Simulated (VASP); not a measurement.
# Y (Fm-3m) in VASP: a series of runs

Y is run at these levels: PBEsol; tasks: single point, relaxation of cell and atoms.

Program: VASP 6.6.1. These are calculated values, not measurements. Logs are shortened: lines on timing, memory, paths and dates and some standing lists are left out, and cuts for length are marked.

**1. The cell of the first run**

It takes space group Fm-3m (No. 225, cubic). The conventional cell has a = 4.813 Å, b = 4.813 Å, c = 4.813 Å, α = 90.00°, β = 90.00°, γ = 90.00°. Within 4.5 Å of Y (site symmetry m-3m) lie 12 Y at 3.40 Å.

**2. Single point, PBEsol**

Contents of INCAR:

```
  PREC = Accurate
  ENCUT = 520
  EDIFF = 1E-7
  ISMEAR = -1
  SIGMA = 0.1
  LREAL = False
  LASPH = True
  NELM = 60
  ALGO = Normal
  ISIF = 2
  LWAVE = False
  LCHARG = False
  GGA = PS
  NBANDS = 12
```

Contents of KPOINTS:

```
regular mesh
0
Gamma
  10 10 10
```

Contents of POSCAR:

```
Y
1.0
    0.0000000000      2.4063278173      2.4063278173
    2.4063278173      0.0000000000      2.4063278173
    2.4063278173      2.4063278173      0.0000000000
Y
1
Direct
    0.0000000000      0.0000000000      0.0000000000
```

Potentials or basis: VASP PAW PBE potentials, release 64 (Y_sv).

Run with:

```
> cat potpaw_PBE.64/Y_sv/POTCAR > POTCAR
> mpirun -np 1 vasp_std > vasp.out
```

OUTCAR:

```text
PREC = Accurate
   ENCUT = 520
   EDIFF = 1E-7
   ISMEAR = -1
   LREAL = False
   LASPH = True
   NELM = 60
   ISIF = 2
   GGA = PS

 ion  position               nearest neighbor table
   1  0.000  0.000  0.000-

  LATTYP: Found a face centered cubic cell.
 ALAT       =     4.8126556346

  Lattice vectors:

 A1 = (   0.0000000000,   2.4063278173,   2.4063278173)
 A2 = (   2.4063278173,   0.0000000000,   2.4063278173)
 A3 = (   2.4063278173,   2.4063278173,   0.0000000000)

Analysis of symmetry for initial positions (statically):
=====================================================================
 Subroutine PRICEL returns:
 Original cell was already a primitive cell.

 Routine SETGRP: Setting up the symmetry group for a
 face centered cubic supercell.

 Subroutine GETGRP returns: Found 48 space group operations
 (whereof 48 operations were pure point group operations)
 out of a pool of 48 trial point group operations.

The static configuration has the point symmetry O_h .

Analysis of symmetry for dynamics (positions and initial velocities):
=====================================================================
 Subroutine PRICEL returns:
 Original cell was already a primitive cell.

 Routine SETGRP: Setting up the symmetry group for a
 face centered cubic supercell.

 Subroutine GETGRP returns: Found 48 space group operations
 (whereof 48 operations were pure point group operations)
 out of a pool of 48 trial point group operations.

The dynamic configuration has the point symmetry O_h .

 Subroutine INISYM returns: Found 48 space group operations
 (whereof 48 operations are pure point group operations),
 and found     1 'primitive' translations

----------------------------------------------------------------------------------------

                                     Primitive cell

  volume of cell :      27.8673

  direct lattice vectors                    reciprocal lattice vectors
     0.000000000  2.406327817  2.406327817    -0.207785488  0.207785488  0.207785488
     2.406327817  0.000000000  2.406327817     0.207785488 -0.207785488  0.207785488
     2.406327817  2.406327817  0.000000000     0.207785488  0.207785488 -0.207785488

  length of vectors
     3.403061435  3.403061435  3.403061435     0.359895022  0.359895022  0.359895022

  position of ions in fractional coordinates (direct lattice)
     0.000000000  0.000000000  0.000000000

  ion indices of the primitive-cell ions
   primitive index   ion index
                 1           1

----------------------------------------------------------------------------------------

 KPOINTS: regular mesh

Automatic generation of k-mesh.
 Grid dimensions read from file:
 generate k-points for:   10   10   10

 Generating k-lattice:

  Cartesian coordinates                     Fractional coordinates (reciprocal lattice)
    -0.020778549  0.020778549  0.020778549     0.100000000  0.000000000  0.000000000
     0.020778549 -0.020778549  0.020778549     0.000000000  0.100000000  0.000000000
     0.020778549  0.020778549 -0.020778549     0.000000000  0.000000000  0.100000000

  Length of vectors
     0.035989502  0.035989502  0.035989502

  Shift w.r.t. Gamma in fractional coordinates (k-lattice)
     0.000000000  0.000000000  0.000000000

 Subroutine IBZKPT returns following result:
 ===========================================

 Found     47 irreducible k-points:

 Following reciprocal coordinates:
            Coordinates               Weight
  0.000000  0.000000  0.000000      1.000000
  0.100000  0.000000  0.000000      8.000000
  0.200000  0.000000  0.000000      8.000000
  0.300000  0.000000  0.000000      8.000000
  0.400000  0.000000  0.000000      8.000000
  0.500000  0.000000  0.000000      4.000000
[... 16 lines left out ...]
  0.300000  0.300000  0.000000      6.000000
  0.400000  0.300000  0.000000     24.000000
 [... further k-points ...]
   k-points           NKPTS =     47   k-points in BZ     NKDIM =     47   number of bands    NBANDS=     12
   number of dos      NEDOS =    301   number of ions     NIONS =      1
   total plane-waves  NPLWV =  21952
   dimension x,y,z NGX =    28 NGY =   28 NGZ =   28
   dimension x,y,z NGXF=    56 NGYF=   56 NGZF=   56
   ions per type =               1
   NGX,Y,Z   is equivalent  to a cutoff of  13.68, 13.68, 13.68 a.u.
   NGXF,Y,Z  is equivalent  to a cutoff of  27.36, 27.36, 27.36 a.u.
 SYSTEM =  unknown system
   PREC   = accura    normal or accurate (medium, high low for compatibility)
   ISTART =      0    job   : 0-new  1-cont  2-samecut
   ICHARG =      2    charge: 1-file 2-atom 10-const
   ISPIN  =      1    spin polarized calculation?
   LNONCOLLINEAR =      F non collinear calculations
   LSORBIT =      F    spin-orbit coupling
   LASPH  =      T    aspherical Exc in radial PAW
   ENCUT  =  520.0 eV  38.22 Ry    6.18 a.u.   6.33  6.33  6.33*2*pi/ulx,y,z
   NELM   =     60;   NELMIN=  2; NELMDL= -5     # of ELM steps
   EDIFF  = 0.1E-06   stopping-criterion for ELM
   LREAL  =      F    real-space projection
   EDIFFG = 0.1E-05   stopping-criterion for IOM
   NSW    =      0    number of steps for IOM
   IBRION =     -1    ionic relax: 0-MD 1-quasi-New 2-CG
   NFREE  =      0    steps in history (QN), initial steepest desc. (CG)
   ISIF   =      2    stress and relaxation
   ISYM   =      2    0-nonsym 1-usesym 2-fastsym
   POTIM  = 0.5000    time-step for ionic-motion
   TEBEG  =    0.0;   TEEND  =   0.0 temperature during run
   PSTRESS=    0.0 pullay stress
   NELECT =      11.0000    total number of electrons
   NUPDOWN=      -1.0000    fix difference up-down
   EMIN   =  10.00;   EMAX   =-10.00  energy-range for DOS
   EFERMI =   0.00;   METHOD = LEGACY
   ISMEAR =    -1;   SIGMA  =   0.10  broadening in eV -4-tet -1-fermi 0-gaus
   EFERMI_NEDOS =   21; number of points for ismear=-14 and -15
   IALGO  =     38    algorithm
   IMIX   =      4    mixing-type and parameters
     AMIX     =   0.40;   BMIX     =  1.00
     AMIX_MAG =   1.60;   BMIX_MAG =  1.00
  volume/ion in A,a.u.               =      27.87       188.06
  Fermi-wavevector in a.u.,A,eV,Ry     =   1.200902  2.269376 19.621858  1.442166
  Thomas-Fermi vector in A             =   2.336725
   LORBIT       =      0    0 simple, 1 ext, 2 COOP (PROOUT), +10 PAW based schemes
   GGA     = PS    functional components
   LHFCALC =     F    Hartree Fock is set to
   AEXX    =    0.0000 exact exchange contribution
   IVDW    =     0    specifies the selected vdW correction
   LEPSILON=     F    determine dielectric tensor
   LRPA    =     F    only Hartree local field effects (RPA)
 non-spin polarized calculation
  energy-cutoff  :      520.00
  volume of cell :       27.87
 maximum number of plane-waves:       763
 NGX is ok and might be reduce to    28
   NGX = 13   NGY = 13   NGZ = 13

 number of electron      10.9999999 magnetization

 Free energy of the ion-electron system (eV)
  ---------------------------------------------------
  ext. energy  EPLUGINS =         0.00000000
  ---------------------------------------------------
  free energy    TOTEN  =        -6.78389048 eV

  energy without entropy =       -6.74159601  energy(sigma->0) =       -6.76274324

 E-fermi :   3.7581     XC(G=0): -10.1953

 val. band max:        3.7083710099   @ k =   0.5000   0.2000   0.0000
 cond. band min:       3.7767697267   @ k =  -0.3000   0.4000   0.2000
 fundamental gap:      0.0683987168
 Fermi energy:         3.7581442845

 k-point     1 :       0.0000    0.0000    0.0000
  band No.  band energies     occupation
      1     -38.4748      2.00000
      2     -18.0364      2.00000
      3     -18.0364      2.00000
      4     -18.0364      2.00000
      5      -1.2106      2.00000
      6       5.6981      0.00000
      7       5.6981      0.00000
      8       5.6981      0.00000
      9       8.1250      0.00000
     10       8.1250      0.00000
     11      13.1883      0.00000
     12      16.9307      0.00000

 k-point     2 :       0.1000    0.0000    0.0000
  band No.  band energies     occupation
      1     -38.4627      2.00000
      2     -18.1340      2.00000
      3     -18.0481      2.00000
      4     -18.0481      2.00000
      5      -0.9145      2.00000
      6       5.3795      0.00000
      7       5.8317      0.00000
      8       5.8317      0.00000
      9       7.9671      0.00000
     10       7.9671      0.00000
     11      13.8460      0.00000
     12      15.8913      0.00000

 k-point     3 :       0.2000    0.0000    0.0000
  band No.  band energies     occupation
      1     -38.4310      2.00000
      2     -18.3816      2.00000
      3     -18.0785      2.00000
      4     -18.0785      2.00000
      5      -0.1265      2.00000
      6       4.7719      0.00008
      7       6.0223      0.00000
      8       6.0223      0.00000
      9       7.8700      0.00000
     10       7.8700      0.00000
     11      14.0697      0.00000
     12      15.8534      0.00000
[... 286 lines left out ...]
 k-point    23 :       0.3000    0.3000    0.0000
  band No.  band energies     occupation
      1     -38.3641      2.00000
      2     -18.6405      2.00000
      3     -18.2561      2.00000
      4     -18.2561      2.00000
      5       1.3542      2.00000
      6       3.3553      1.96503
      7       5.4194      0.00000
      8       7.7484      0.00000
      9       7.7484      0.00000
     10       9.2045      0.00000
     11      16.5214      0.00000
     12      16.5214      0.00000

 k-point    24 :       0.4000    0.3000    0.0000
  band No.  band energies     occupation
      1     -38.3387      2.00000
      2     -18.7601      2.00000
      3     -18.3242      2.00000
      4     -18.2927      2.00000
      5       1.7978      2.00000
      6       3.1220      1.99655
      7       5.2621      0.00000
      8       7.9700      0.00000
      9       8.8130      0.00000
     10       9.7904      0.00000
     11      14.5498      0.00000
     12      15.5843      0.00000

 [... further k-points ...]

------------------------ aborting loop because EDIFF is reached ----------------------------------------

  FORCE on cell =-STRESS in cart. coord.  units (eV):
  Direction    XX          YY          ZZ          XY          YZ          ZX
  --------------------------------------------------------------------------------------
  -------------------------------------------------------------------------------------
  Total        0.8358771      0.8358771      0.8358771      0.0000000      0.0000000      0.0000000
  in kB       48.0572206     48.0572206     48.0572206      0.0000000      0.0000000      0.0000000
  external PRESSURE =      48.0572206 kB  Pullay stress =       0.0000000 kB

 VOLUME and BASIS-vectors are now :
 -----------------------------------------------------------------------------
  energy-cutoff  :      520.00
  volume of cell :       27.87
      direct lattice vectors                 reciprocal lattice vectors
     0.000000000  2.406327817  2.406327817    -0.207785488  0.207785488  0.207785488
     2.406327817  0.000000000  2.406327817     0.207785488 -0.207785488  0.207785488
     2.406327817  2.406327817  0.000000000     0.207785488  0.207785488 -0.207785488

 POSITION                                       TOTAL-FORCE (eV/Angst)
 -----------------------------------------------------------------------------------
      0.00000      0.00000      0.00000         0.000000      0.000000      0.000000
 -----------------------------------------------------------------------------------
    total drift:                               -0.000000      0.000000     -0.000000

  FREE ENERGIE OF THE ION-ELECTRON SYSTEM (eV)
  ---------------------------------------------------
  free  energy   TOTEN  =        -6.7838904809 eV

  energy  without entropy=       -6.7415960079  energy(sigma->0) =       -6.76274324
```

Run time: 26 s. Hardware: 1 thread of AMD EPYC 7R43 (Zen 3), shared host; peak memory 0.14 GiB.

Results:

* Free energy: -6.7839 eV
* Pressure: 4.8 GPa

Levels at points of the mesh, in eV from the Fermi level:
| k point | band 3 | band 4 | band 5 | band 6 | band 7 | band 8 |
| --- | --- | --- | --- | --- | --- | --- |
| (0.00, 0.00, 0.00) | -21.79 | -21.79 | -4.97 | 1.94 | 1.94 | 1.94 |
| (0.50, 0.00, 0.00) | -21.91 | -21.91 | -2.19 | 1.18 | 1.72 | 1.72 |
| (0.50, 0.50, 0.00) | -22.13 | -22.13 | -2.13 | -1.19 | 2.88 | 6.18 |

Caveat: the PAW data sets were made with another functional, which shifts forces and pressure a little.

**3. Single point, PBEsol**

This run uses another cell than the first one, of 30.91 Å³/atom, 1.109 times its volume.

Contents of INCAR:

```
PREC = Accurate ; ENCUT = 520
EDIFF = 1E-6 ; ISMEAR = -1
SIGMA = 0.1 ; LREAL = F
LASPH = T ; NELM = 60
ALGO = Normal ; ISIF = 2
LWAVE = F ; LCHARG = T
GGA = PS ; LELF = T
LVHAR = T ; NBANDS = 12
```

KPOINTS is that of step 2.

Contents of POSCAR:

```
Y
1.0
    0.0000000000      2.4908487135      2.4908487135
    2.4908487135      0.0000000000      2.4908487135
    2.4908487135      2.4908487135      0.0000000000
Y
1
Direct
    0.0000000000      0.0000000000      0.0000000000
```

Potentials or basis: VASP PAW PBE potentials, release 64 (Y_sv).

Run with:

```
> cat potpaw_PBE.64/Y_sv/POTCAR > POTCAR
> mpirun -np 1 vasp_std > vasp.out
```

Wall time 34 s (1 thread of AMD EPYC 7R43 (Zen 3), shared host); peak memory 0.15 GiB.

The run converged. Its results:

| Property | Result |
| --- | --- |
| Free energy | -6.8253 eV |
| Pressure | -0.1 GPa |

Levels at points of the mesh, in eV from the Fermi level:
```
           k point  band 1  band 2  band 3  band 4  band 5  band 6  band 7  band 8  band 9  band 10
(0.00, 0.00, 0.00)  -42.46  -22.14  -22.14  -22.14   -4.85    1.83    1.83    1.83    3.98     3.98
(0.50, 0.00, 0.00)  -42.38  -22.82  -22.22  -22.22   -2.06    0.79    1.65    1.65    5.54     5.54
(0.50, 0.50, 0.00)  -42.35  -22.77  -22.38  -22.38   -1.87   -0.97    2.32    5.55    6.00     6.00
```

Caveat: the PAW data sets were made with another functional, which shifts forces and pressure a little.

**4. Relaxation of cell and atoms, PBEsol**

This run uses another cell than the first one, of 30.69 Å³/atom, 1.101 times its volume.

Contents of INCAR:

```
PREC     = Accurate       # precision mode
ENCUT    = 600            # plane-wave cutoff, eV
EDIFF    = 1E-6           # SCF threshold, eV
ISMEAR   = -1             # smearing method
SIGMA    = 0.1            # smearing width, eV
LREAL    = False          # projectors in reciprocal space
LASPH    = True           # aspherical terms in the spheres
NELM     = 100            # most SCF steps
ALGO     = Normal         # electronic algorithm
ISIF     = 3              # what is computed and relaxed
LWAVE    = False          # write WAVECAR
LCHARG   = False          # write CHGCAR
GGA      = PS             # functional
IBRION   = 2              # ionic algorithm
NSW      = 80             # ionic steps
EDIFFG   = -0.01          # ionic threshold
```

Contents of KPOINTS:

```
Automatic mesh
0
Gamma
  10 10 10
```

Contents of POSCAR:

```
Y
1.0
    0.0000000000      2.4850000000      2.4850000000
    2.4850000000      0.0000000000      2.4850000000
    2.4850000000      2.4850000000      0.0000000000
Y
1
Direct
    0.0000000000      0.0000000000      0.0000000000
```

Run with:

```
> cat potpaw_PBE.64/Y_sv/POTCAR > POTCAR
> mpirun -np 1 vasp_std > vasp.out
```

Wall time 34 s (1 thread of AMD EPYC 7R43 (Zen 3), shared host); peak memory 0.15 GiB.

Results (log left out):

```yaml
Free_energy: -6.8254 eV
Relaxed_volume: 30.78 Å³/atom
Relaxed_cell: a = 3.518 Å, b = 3.518 Å, c = 3.518 Å, α = 60.00°, β = 60.00°, γ = 60.00°
Space_group_after_relaxing_to_0.05_Å: Fm-3m (No. 225)
Energy_gained_by_relaxing: 0.1 meV/atom
Ionic_steps: 2
Pressure_after_relaxing: 0.0 GPa
```

Final structure:
```
Y
1.0
     0.00000    2.48733    2.48733
     2.48733    0.00000    2.48733
     2.48733    2.48733    0.00000
Y
1
Direct
  0.00000 0.00000 0.00000
```

Levels at points of the mesh, in eV from the Fermi level:
```csv
k point,band 3,band 4,band 5,band 6,band 7,band 8
"(0.00, 0.00, 0.00)",-22.12,-22.12,-4.85,1.84,1.84,1.84
"(0.50, 0.00, 0.00)",-22.21,-22.21,-2.06,0.80,1.65,1.65
"(0.50, 0.50, 0.00)",-22.37,-22.37,-1.88,-0.98,2.34,5.58
```

Caveat: the PAW data sets were made with another functional, which shifts forces and pressure a little.

**5. Relaxation of cell and atoms, PBEsol, target pressure 5 GPa, at which the enthalpy is minimised**

This run uses another cell than the first one, of 30.69 Å³/atom, 1.101 times its volume.

Contents of INCAR:

```
SYSTEM = Y
ALGO = Normal
EDIFF = 1E-6
EDIFFG = -0.01
ENCUT = 600
GGA = PS
IBRION = 2
ISIF = 3
ISMEAR = -1
LASPH = .True.
LCHARG = .False.
LREAL = .False.
LWAVE = .False.
NELM = 60
NSW = 80
PREC = Accurate
PSTRESS = 50.0
SIGMA = 0.1
```

Contents of KPOINTS:

```
k-points
0
Gamma
  10 10 10
  0 0 0
```

POSCAR is that of step 4.

Run with:

```
> cat potpaw_PBE.64/Y_sv/POTCAR > POTCAR
> mpirun -np 1 vasp_std > vasp.out
```

Run time: 58 s. Hardware: 1 thread of AMD EPYC 7R43 (Zen 3), shared host; peak memory 0.16 GiB.

The run converged. Its results:

```
Free energy                                            : -6.7816 eV
Relaxed volume                                         : 27.78 Å³/atom
Relaxed cell                                           : a = 3.400 Å, b = 3.400 Å, c = 3.400 Å, α = 60.00°, β = 60.00°, γ = 60.00°
Space group after relaxing (to 0.05 Å)                 : Fm-3m (No. 225)
Energy change on relaxing (the enthalpy is what falls) : +43.8 meV/atom
Ionic steps                                            : 3
Pressure after relaxing                                : 5.0 GPa
```

Step by step:
```csv
step,energy change (eV),largest force (eV/Å),pressure (GPa),volume (Å³)
1,0.0000,0.0000,0.10,30.69
2,0.0848,0.0000,7.34,26.71
3,0.0438,0.0000,4.97,27.78
```

Final structure:
```
CELL_PARAMETERS angstrom
0.00000 2.40386 2.40386
2.40386 0.00000 2.40386
2.40386 2.40386 0.00000
ATOMIC_POSITIONS crystal
Y 0.00000 0.00000 0.00000
```

Levels at points of the mesh, in eV from the Fermi level:
```tsv
k point	band 1	band 2	band 3	band 4	band 5	band 6	band 7	band 8	band 9
(0.00, 0.00, 0.00)	-42.23	-21.78	-21.78	-21.78	-4.97	1.94	1.94	1.94	4.38
(0.50, 0.00, 0.00)	-42.10	-22.74	-21.91	-21.91	-2.19	1.19	1.73	1.73	6.18
(0.50, 0.50, 0.00)	-42.05	-22.67	-22.12	-22.12	-2.14	-1.20	2.90	6.20	6.71
```

Caveat: the cell is relaxed towards a set pressure, so the enthalpy falls and the energy may rise; the PAW data sets were made with another functional, which shifts forces and pressure a little.

**6. Overview**

| task | cell | cutoff (eV) | gap on the mesh (eV) | pressure (GPa) |
| --- | --- | --- | --- | --- |
| single point | a = 3.403 Å, angles 60.0°, 1 atom | 520 | none | 4.8 |
| single point | a = 3.523 Å, angles 60.0°, 1 atom | 520 | none | -0.1 |
| relaxation of cell and atoms | relaxed from a = 3.514 Å, angles 60.0°, 1 atom | 600 | none | 0.0 |
| relaxation of cell and atoms | relaxed to 5 GPa from a = 3.514 Å, angles 60.0°, 1 atom | 600 | none | 5.0 |

Alike in all rows: level PBEsol; potentials or basis VASP PAW PBE potentials, release 64 (Y_sv); no spin polarisation; k mesh 10 × 10 × 10; smearing fermi-dirac 0.1 eV.

Caveats: the PAW data sets were made with another functional, which shifts forces and pressure a little; the cell is relaxed towards a set pressure, so the enthalpy falls and the energy may rise (some runs).

Total energies depend on the potentials used, so only differences within one code and one set of settings carry meaning.
